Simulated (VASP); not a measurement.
HgS:

```
Hg S
1.0
     0.00000    2.92900    2.92900
     2.92900    0.00000    2.92900
     2.92900    2.92900    0.00000
Hg S
1 1
Direct
  0.00000 0.00000 0.00000
  0.75000 0.75000 0.75000
```

Base run:

* Program: VASP 6.6.1
* Functional: r2SCAN
* Potentials or basis: VASP PAW PBE potentials, release 64 (Hg, S)
* Cutoff: 550 eV
* k mesh: 8 × 8 × 8
* Occupations: gaussian, width 0.05 eV
* Spin: no spin polarisation

Its results: band gap on the k mesh zero (filled and empty bands touch); pressure 2.6 GPa.

Question: After a change of settings the same cell gave: band gap on the k mesh zero (filled and empty bands touch); pressure 1.8 GPa. Which change was it?
A. functional from r2SCAN to BLYP; cutoff from 550 eV to 500 eV
B. functional from r2SCAN to revPBE; cutoff from 550 eV to 500 eV; dispersion from none to D4
C. functional from r2SCAN to PBEsol; cutoff from 550 eV to 500 eV
D. functional from r2SCAN to RPBE; cutoff from 550 eV to 500 eV

Answer: B.

Caveats: the PAW data sets were made with another functional, which shifts forces and pressure a little; spin-orbit coupling is left out, which moves the levels of the heavy elements; pairwise dispersion overbinds metals, which lowers pressure and volume (some runs).
